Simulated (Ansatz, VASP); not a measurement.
Sn: VASP beside Ansatz

INCAR

```
SYSTEM = Sn
PREC = Accurate ; ENCUT = 600
EDIFF = 1E-7 ; ISMEAR = 0
SIGMA = 0.1 ; LREAL = .FALSE.
LASPH = .TRUE. ; NELM = 100
ALGO = Fast ; ISIF = 3
LWAVE = .FALSE. ; LCHARG = .FALSE.
GGA = PE ; IBRION = 2
NSW = 100 ; EDIFFG = -0.005
```

The input KPOINTS:

```
Automatic mesh
0
G
  12 12 12
  0 0 0
```

Contents of POSCAR:

```
Sn
1.0
    0.0000000000      3.3273247531      3.3273247531
    3.3273247531      0.0000000000      3.3273247531
    3.3273247531      3.3273247531      0.0000000000
Sn
2
Direct
    0.0000000000      0.0000000000      0.0000000000
    0.2500000000      0.2500000000      0.2500000000
```

Input for Ansatz:

```yaml
crystal:
  lattice:
    - [0.0, 3.3273247537, 3.3273247537]
    - [3.3273247537, 0.0, 3.3273247537]
    - [3.3273247537, 3.3273247537, 0.0]
  atoms:
    - { symbol: Sn, position: [0.0, 0.0, 0.0] }
    - { symbol: Sn, position: [0.25, 0.25, 0.25] }
basis:
  ecutwfc: 420
kpoints:
  mp_grid: { grid: [12, 12, 12] }
hamiltonian:
  xc: pbe
scf:
  occupations: { method: gaussian, width: 0.1 }
output:
  forces: true
  stress: true
  eigenvalues: true
relax:
  adjacent_minimum: "off"
  f_tol: 0.005
  max_steps: 80
  cell: { stress_tol: 0.05 }
```

Alike in both runs: task relaxation of cell and atoms; functional PBE; k mesh 12 × 12 × 12; occupations gaussian, width 0.1 eV; no spin polarisation.

|  | VASP | Ansatz |
| --- | --- | --- |
| version | VASP 6.6.1 | Ansatz 0.2.0 |
| potentials or method | VASP PAW PBE potentials, release 64 (Sn_d), cutoff 600 eV | scalar-relativistic, plane waves, PAW |
| valence electrons in the cell | 28 | 28 |

|  | VASP | Ansatz | Ansatz less VASP |
| --- | --- | --- | --- |
| gap on the k mesh at the Fermi level, each at its own relaxed structure (eV) | none | none | - |
| relaxed volume (Å³/atom) | 36.84 | 36.84 | 0.000 |
| relaxed cell length with the largest relative difference (Å) | 4.706 | 4.706 | 0.0000 |

A gap of «none» marks a metal or a gap that the smearing closes.

Noted on VASP's run: the relaxation stopped at its first step, so nothing moved.
